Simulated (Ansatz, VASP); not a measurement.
PbS: VASP beside Ansatz

```xyz
2
Lattice="0.0000 3.0136 3.0136 3.0136 0.0000 3.0136 3.0136 3.0136 0.0000" Properties=species:S:1:pos:R:3 pbc="T T T"
Pb    0.0000    0.0000    0.0000
S     3.0136    3.0136    3.0136
```

Change from the starting cell: volume scaled by 1.05, PAW files.

Alike in both runs: task electric field gradients; functional PBE; k mesh 8 × 8 × 8; occupations fermi-dirac, width 0.01 eV; no spin polarisation.

|  | VASP | Ansatz |
| --- | --- | --- |
| version | VASP 6.6.1 | Ansatz 0.2.0 |
| potentials or method | VASP PAW PBE potentials, release 64 (Pb_d, S) | PAW with Ansatz's default frozen-core files, scalar-relativistic |
| plane-wave cutoff (eV) | 520 | 420 |
| valence electrons in the cell | 20 | 20 |

```csv
,VASP,Ansatz,Ansatz less VASP
gap on the k mesh at the Fermi level (eV),0.53,0.52,-0.007
pressure (GPa),-0.5,-0.5,+0.07
```

With one functional, cell and mesh, what is left measures potentials, basis and numerics.

Spin-orbit coupling is off throughout.
